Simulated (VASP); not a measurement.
Crystal: Mg.

```
Mg
1.0
     0.00000    1.88790    1.88790
     1.88790    0.00000    1.88790
     1.88790    1.88790    0.00000
Mg
1
Direct
  0.00000 0.00000 0.00000
```

This isn't the form of Mg at room conditions, which is hcp.

| Item | Value |
| --- | --- |
| Program | VASP 6.6.1 |
| Task | relaxation of cell and atoms |
| Functional | PBEsol |
| Potentials or basis | VASP PAW PBE potentials, release 64 (Mg) |
| Cutoff | 600 eV |
| k mesh | 10 × 10 × 10 |
| Occupations | gaussian, width 0.1 eV |
| Spin | no spin polarisation |

At the start: pressure 52.9 GPa; volume 13.46 Å³/atom.

Q: How do energy, volume and symmetry change on relaxing?

A: Over 4 steps the energy falls by 992.6 meV/atom and the volume is 22.67 Å³/atom (+68.4 %); space group Fm-3m (No. 225, to 0.1 Å) before and after.

Step by step:
| step | energy change (eV) | largest force (eV/Å) | pressure (GPa) | volume (Å³) |
| --- | --- | --- | --- | --- |
| 1 | 0.0000 | 0.0000 | 52.95 | 13.46 |
| 2 | -0.9825 | 0.0000 | -2.09 | 24.11 |
| 3 | -0.9915 | 0.0000 | 0.79 | 22.18 |
| 4 | -0.9926 | 0.0000 | -0.06 | 22.67 |

Final structure:
```
CELL_PARAMETERS angstrom
0.00000 2.24629 2.24629
2.24629 0.00000 2.24629
2.24629 2.24629 0.00000
ATOMIC_POSITIONS crystal
Mg 0.00000 0.00000 0.00000
```

Caveat: the volume moved by over 15 % at a fixed basis, so the end points are rough; the PAW data sets were made with another functional, which shifts forces and pressure a little.
